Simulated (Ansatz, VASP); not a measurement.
## One calculation of Ru, two programs

```
Ru
1.0
     0.00000    2.09400    1.66096
     2.09400    0.00000    1.66096
     2.09400    2.09400    0.00000
Ru
1
Direct
  0.00000 0.00000 0.00000
```

Alike in both runs: task single point; functional PBE; k mesh 22 × 22 × 22; occupations gaussian, width 0.15 eV; no spin polarisation.

|  | VASP | Ansatz |
| --- | --- | --- |
| version | VASP 6.6.1 | Ansatz 0.2.0 |
| potentials or method | VASP PAW PBE potentials, release 64 (Ru_pv), cutoff 520 eV | scalar-relativistic, plane waves, PAW |
| valence electrons in the cell | 14 | 16 |

|  | VASP | Ansatz | Ansatz less VASP |
| --- | --- | --- | --- |
| gap on the k mesh at the Fermi level (eV) | none | none | - |
| pressure (GPa) | -8.5 | -8.4 | +0.14 |
| traceless stress, the component that is largest in VASP (GPa) | 24.76 | 24.80 | +0.041 |

A gap of «none» marks a metal or a gap that the smearing closes. With one functional, cell and mesh, what is left measures potentials, basis and numerics. VASP's potentials hold 14 valence electrons a cell and Ansatz's 16, so a difference there can come from the potentials and not from the codes.
